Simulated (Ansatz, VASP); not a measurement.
**One calculation of P, two programs**

```
CELL_PARAMETERS angstrom
3.41889 0.02719 0.24029
0.28862 35.65752 -0.54922
0.33895 -0.07299 4.40445
ATOMIC_POSITIONS crystal
P 0.03508 0.98029 0.56667
P 0.04560 0.02419 0.40617
P 0.44036 0.03253 0.12241
P 0.47896 0.96299 0.90475
```

Change from the starting cell: all atoms moved at random (sigma 0.22 Å a component), cell strained at random (sigma 0.03).

Alike in both runs: task single point; functional PBEsol; k mesh 8 × 1 × 6; occupations gaussian, width 0.05 eV; no spin polarisation.

|  | VASP | Ansatz |
| --- | --- | --- |
| version | VASP 6.6.1 | Ansatz 0.2.0 |
| potentials or method | VASP PAW PBE potentials, release 64 (P), cutoff 520 eV | scalar-relativistic, plane waves, PAW |
| valence electrons in the cell | 20 | 20 |

|  | VASP | Ansatz | Ansatz less VASP |
| --- | --- | --- | --- |
| gap on the k mesh at the Fermi level (eV) | none | none | - |
| rms of the force components (eV/Å) | 7.150 | 7.233 | +0.0836 |

VASP's potentials were made for PBE, not for PBEsol. Atom by atom the forces differ by 0.086 eV/Å (rms over components). A gap of «none» marks a metal or a gap that the smearing closes. The functional is the same, so the differences come from potentials, cutoffs and numerics.
